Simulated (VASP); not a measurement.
Input of a VASP 6.6.1 run:

The input INCAR:

```
ALGO = Normal ; EDIFF = 1E-6
EDIFFG = -0.01 ; ENCUT = 600
GGA = PS ; IBRION = 2
ISIF = 3 ; ISMEAR = 1
LASPH = T ; LCHARG = F
LREAL = F ; LWAVE = F
NELM = 60 ; NSW = 80
PREC = Accurate ; PSTRESS = 400.0
SIGMA = 0.1
```

The input KPOINTS:

```
k-points
0
Gamma
  15 15 15
```

The input POSCAR:

```
Cu
1.0
   -1.4427933200      1.4427933200      1.3760814500
    1.4427933200     -1.4427933200      1.3760814500
    1.4427933200      1.4427933200     -1.3760814500
Cu
1
Direct
    0.0000000000      0.0000000000      0.0000000000
```

Potentials or basis: VASP PAW PBE potentials, release 64 (Cu).

The run is started by

```console
$ cat potpaw_PBE.64/Cu/POTCAR > POTCAR
$ mpirun -np 1 vasp_std > vasp.out
```

Question: What does it give for the band gap on the k mesh?

Answer: Zero (an odd number of electrons rules out a gap without spin polarisation).

Question: What does it give for the relaxed cell?

Answer: a = 2.326 Å, b = 2.326 Å, c = 2.326 Å, α = 109.60°, β = 109.60°, γ = 109.21°.

Final structure:
```xyz
1
Lattice="-1.3405 1.3405 1.3470 1.3405 -1.3405 1.3470 1.3405 1.3405 -1.3470" Properties=species:S:1:pos:R:3 pbc="T T T"
Cu    1.3405    1.3405    1.3470
```
